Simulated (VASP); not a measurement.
## Co: single point with PBEsol

Co:

```
Co
1.0
     1.22820   -2.12730    0.00000
     1.22820    2.12730    0.00000
     0.00000    0.00000    3.97209
Co
2
Direct
  0.66667 0.33333 0.25000
  0.33333 0.66667 0.75000
```

```
Program                : VASP 6.6.1
Task                   : single point
Functional             : PBEsol
Potentials or basis    : VASP PAW PBE potentials, release 64 (Co)
Cutoff                 : 520 eV
k mesh                 : 19 × 19 × 10
Occupations            : fermi-dirac, width 0.1 eV
Spin                   : collinear spin, ferromagnetic start
Starting moments       : [1.7, 1.7] μB
Dipole correction      : no
Further INCAR settings : ALGO = Normal; EDIFF = 1e-07; NBANDS = 20
```

* Pressure: -1.0 GPa
* Net moment: 3.12 μB per cell
* Site moments: Co +1.57 μB
* Valence electrons inside the program's atomic spheres: Co 8.36

Stress tensor (GPa, compression positive):
```
-0.94  0.00  0.00
 0.00 -0.94  0.00
 0.00  0.00 -1.05
```

Levels at points of the mesh, in eV from the Fermi level:
Spin up:
| k point | band 7 | band 8 | band 9 | band 10 | band 11 | band 12 | band 13 | band 14 |
| --- | --- | --- | --- | --- | --- | --- | --- | --- |
| (0.00, 0.00, 0.00) | -2.28 | -1.90 | -1.90 | -0.72 | -0.72 | -0.16 | 6.75 | 22.30 |
| (0.00, 0.00, 0.50) | -2.69 | -2.69 | -1.05 | -1.05 | -1.05 | -1.05 | 15.50 | 15.50 |
Spin down:
```tsv
k point	band 4	band 5	band 6	band 7	band 8	band 9	band 10	band 11
(0.00, 0.00, 0.00)	-1.05	-1.05	-0.66	-0.66	-0.21	-0.21	-0.13	1.09
(0.00, 0.00, 0.50)	-1.65	-1.12	-1.12	-1.12	-1.12	0.73	0.73	0.73
```

It took 81 s on 1 thread of Intel(R) Xeon(R) 6975P-C (Granite Rapids) (shared host), peak memory 0.24 GiB.

Caveat: the PAW data sets were made with another functional, which shifts forces and pressure a little.
